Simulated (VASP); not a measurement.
# Cu3N (Pm-3m) in VASP: single point with PBE

Aim: the single point of Cu3N with PBE.

Program: VASP 6.6.1. These are calculated values, not measurements. Logs are shortened: lines on timing, memory, paths and dates and some standing lists are left out, and cuts for length are marked.

**1. The cell of the first run**

Symmetry: Pm-3m, No. 221, cubic system. The conventional cell has a = 3.827 Å, b = 3.827 Å, c = 3.827 Å, α = 90.00°, β = 90.00°, γ = 90.00°. Within 2.5 Å of Cu (site symmetry 4/mmm) lie 2 N at 1.91 Å. N (site symmetry m-3m) has 6 Cu at 1.91 Å within 2.5 Å.

**2. Single point, PBE**

POSCAR reads:

```
Cu3N
1.0
    3.8272904609      0.0000000000      0.0000000000
    0.0000000000      3.8272904609      0.0000000000
    0.0000000000      0.0000000000      3.8272904609
Cu N
3 1
Direct
    0.5000000000      0.0000000000      0.0000000000
    0.0000000000      0.5000000000      0.0000000000
    0.0000000000      0.0000000000      0.5000000000
    0.0000000000      0.0000000000      0.0000000000
```

INCAR.step1 reads:

```
PREC = Accurate
ENCUT = 520
EDIFF = 1E-6
ISMEAR = 0
SIGMA = 0.01
LREAL = F
LASPH = T
NELM = 100
ALGO = Normal
ISIF = 2
LWAVE = F
LCHARG = T
LMAXMIX = 4
GGA = PE
NBANDS = 27
```

KPOINTS.step1 reads:

```
regular mesh
0
Gamma
  10 10 10
```

INCAR.step2 reads:

```
PREC = Accurate
ENCUT = 520
EDIFF = 1E-6
ISMEAR = -5
SIGMA = 0.01
LREAL = F
LASPH = T
NELM = 100
ALGO = Normal
ISIF = 2
LWAVE = F
LCHARG = F
LMAXMIX = 4
GGA = PE
LORBIT = 11
NBANDS = 27
NEDOS = 2001
ICHARG = 11
```

KPOINTS.step2 reads:

```
regular mesh
0
Gamma
  15 15 15
```

Potentials or basis: VASP PAW PBE potentials, release 64 (Cu, N).

Launch:

```bash
$ cat potpaw_PBE.64/Cu/POTCAR potpaw_PBE.64/N/POTCAR > POTCAR
$ cp INCAR.step1 INCAR
$ cp KPOINTS.step1 KPOINTS
$ mpirun -np 1 vasp_std > vasp.out
$ cp INCAR.step2 INCAR
$ cp KPOINTS.step2 KPOINTS
$ mpirun -np 1 vasp_std > vasp.out
```

OUTCAR:

```text
PREC = Accurate
   ENCUT = 520
   EDIFF = 1E-6
   ISMEAR = -5
   LREAL = F
   LASPH = T
   NELM = 100
   ISIF = 2
   GGA = PE
   LORBIT = 11
   ICHARG = 11

 ion  position               nearest neighbor table
   1  0.500  0.000  0.000-   4 1.91   4 1.91   2 2.71   3 2.71   2 2.71   2 2.71   3 2.71   3 2.71
                             3 2.71   2 2.71
   2  0.000  0.500  0.000-   4 1.91   4 1.91   1 2.71   3 2.71   1 2.71   3 2.71   3 2.71   3 2.71
                             1 2.71   1 2.71
   3  0.000  0.000  0.500-   4 1.91   4 1.91   1 2.71   1 2.71   2 2.71   2 2.71   2 2.71   2 2.71
                             1 2.71   1 2.71
   4  0.000  0.000  0.000-   1 1.91   2 1.91   3 1.91   3 1.91   2 1.91   1 1.91

  LATTYP: Found a simple cubic cell.
 ALAT       =     3.8272904609

  Lattice vectors:

 A1 = (   3.8272904609,   0.0000000000,   0.0000000000)
 A2 = (   0.0000000000,   3.8272904609,   0.0000000000)
 A3 = (   0.0000000000,   0.0000000000,   3.8272904609)

Analysis of symmetry for initial positions (statically):
=====================================================================
 Subroutine PRICEL returns:
 Original cell was already a primitive cell.

 Routine SETGRP: Setting up the symmetry group for a
 simple cubic supercell.

 Subroutine GETGRP returns: Found 48 space group operations
 (whereof 48 operations were pure point group operations)
 out of a pool of 48 trial point group operations.

The static configuration has the point symmetry O_h .

Analysis of symmetry for dynamics (positions and initial velocities):
=====================================================================
 Subroutine PRICEL returns:
 Original cell was already a primitive cell.

 Routine SETGRP: Setting up the symmetry group for a
 simple cubic supercell.

 Subroutine GETGRP returns: Found 48 space group operations
 (whereof 48 operations were pure point group operations)
 out of a pool of 48 trial point group operations.

The dynamic configuration has the point symmetry O_h .

 Subroutine INISYM returns: Found 48 space group operations
 (whereof 48 operations are pure point group operations),
 and found     1 'primitive' translations

----------------------------------------------------------------------------------------

                                     Primitive cell

  volume of cell :      56.0627
[... 95 lines left out ...]
   EDIFF  = 0.1E-05   stopping-criterion for ELM
   LREAL  =      F    real-space projection
   EDIFFG = 0.1E-04   stopping-criterion for IOM
   NSW    =      0    number of steps for IOM
   IBRION =     -1    ionic relax: 0-MD 1-quasi-New 2-CG
   NFREE  =      0    steps in history (QN), initial steepest desc. (CG)
   ISIF   =      2    stress and relaxation
   ISYM   =      2    0-nonsym 1-usesym 2-fastsym
   POTIM  = 0.5000    time-step for ionic-motion
   TEBEG  =    0.0;   TEEND  =   0.0 temperature during run
   PSTRESS=    0.0 pullay stress
   NELECT =      38.0000    total number of electrons
   NUPDOWN=      -1.0000    fix difference up-down
   EMIN   =  10.00;   EMAX   =-10.00  energy-range for DOS
   EFERMI =   0.00;   METHOD = LEGACY
   ISMEAR =    -5;   SIGMA  =   0.01  broadening in eV -4-tet -1-fermi 0-gaus
   EFERMI_NEDOS =   21; number of points for ismear=-14 and -15
   IALGO  =     38    algorithm
   IMIX   =      4    mixing-type and parameters
     AMIX     =   0.40;   BMIX     =  1.00
     AMIX_MAG =   1.60;   BMIX_MAG =  1.00
  volume/ion in A,a.u.               =      14.02        94.58
  Fermi-wavevector in a.u.,A,eV,Ry     =   1.438063  2.717545 28.137195  2.068025
  Thomas-Fermi vector in A             =   2.557071
   LORBIT       =     11    0 simple, 1 ext, 2 COOP (PROOUT), +10 PAW based schemes
   GGA     = PE    functional components
   LHFCALC =     F    Hartree Fock is set to
   AEXX    =    0.0000 exact exchange contribution
   IVDW    =     0    specifies the selected vdW correction
   LEPSILON=     F    determine dielectric tensor
   LRPA    =     F    only Hartree local field effects (RPA)
 non-spin polarized calculation
 Fermi weights with tetrahedron method with Bloechl corrections
  energy-cutoff  :      520.00
  volume of cell :       56.06
 maximum number of plane-waves:      1522

 number of electron      37.9999891 magnetization

 Free energy of the ion-electron system (eV)
  ---------------------------------------------------
  ext. energy  EPLUGINS =         0.00000000
  ---------------------------------------------------
  free energy    TOTEN  =       -18.39041704 eV

  energy without entropy =      -18.39041704  energy(sigma->0) =      -18.39041704

 E-fermi :   4.7463     XC(G=0): -10.7363

 val. band max:        4.7367530153   @ k =   0.4667   0.4667   0.4000
 cond. band min:       5.1879457191   @ k =   0.4667   0.4667   0.0000
 fundamental gap:      0.4511927038
 Fermi energy:         4.7463458456

 k-point     1 :       0.0000    0.0000    0.0000
  band No.  band energies     occupation
      1     -11.9188      2.00000
      2      -0.3613      2.00000
      3       0.1051      2.00000
      4       0.1051      2.00000
      5       0.1051      2.00000
      6       1.0110      2.00000
[... 709 lines left out ...]
     26      14.1337      0.00000
     27      15.6916      0.00000

 [... further k-points ...]
[... 5 lines left out ...]
  --------------------------------------------------------------------------------------
  -------------------------------------------------------------------------------------
  Total        0.0610988      0.0610988      0.0610988     -0.0000000      0.0000000      0.0000000
  in kB        1.7461006      1.7461006      1.7461006     -0.0000000      0.0000000      0.0000000
  external PRESSURE =       1.7461006 kB  Pullay stress =       0.0000000 kB

 VOLUME and BASIS-vectors are now :
 -----------------------------------------------------------------------------
  energy-cutoff  :      520.00
  volume of cell :       56.06
      direct lattice vectors                 reciprocal lattice vectors
     3.827290461  0.000000000  0.000000000     0.261281450  0.000000000  0.000000000
     0.000000000  3.827290461  0.000000000     0.000000000  0.261281450  0.000000000
     0.000000000  0.000000000  3.827290461     0.000000000  0.000000000  0.261281450

 POSITION                                       TOTAL-FORCE (eV/Angst)
 -----------------------------------------------------------------------------------
      1.91365      0.00000      0.00000         0.000000      0.000000      0.000000
      0.00000      1.91365      0.00000         0.000000      0.000000      0.000000
      0.00000      0.00000      1.91365         0.000000      0.000000      0.000000
      0.00000      0.00000      0.00000         0.000000      0.000000      0.000000
 -----------------------------------------------------------------------------------
    total drift:                               -0.000000      0.000000     -0.000000

  FREE ENERGIE OF THE ION-ELECTRON SYSTEM (eV)
  ---------------------------------------------------
  free  energy   TOTEN  =       -18.3904170430 eV

  energy  without entropy=      -18.3904170430  energy(sigma->0) =      -18.39041704

 total charge

# of ion       s       p       d       tot
------------------------------------------
    1        0.420   0.372   9.223  10.016
    2        0.420   0.372   9.223  10.016
    3        0.420   0.372   9.223  10.016
    4        1.204   2.512   0.000   3.715
--------------------------------------------------
tot          2.465   3.629  27.670  33.764
```

Run time: 1.7 min. Hardware: 1 thread of Intel Xeon Platinum 8488C (Sapphire Rapids), shared host; peak memory 0.25 GiB.

Results:

- Valence electrons inside the program's atomic spheres: Cu 10.02; N 3.71
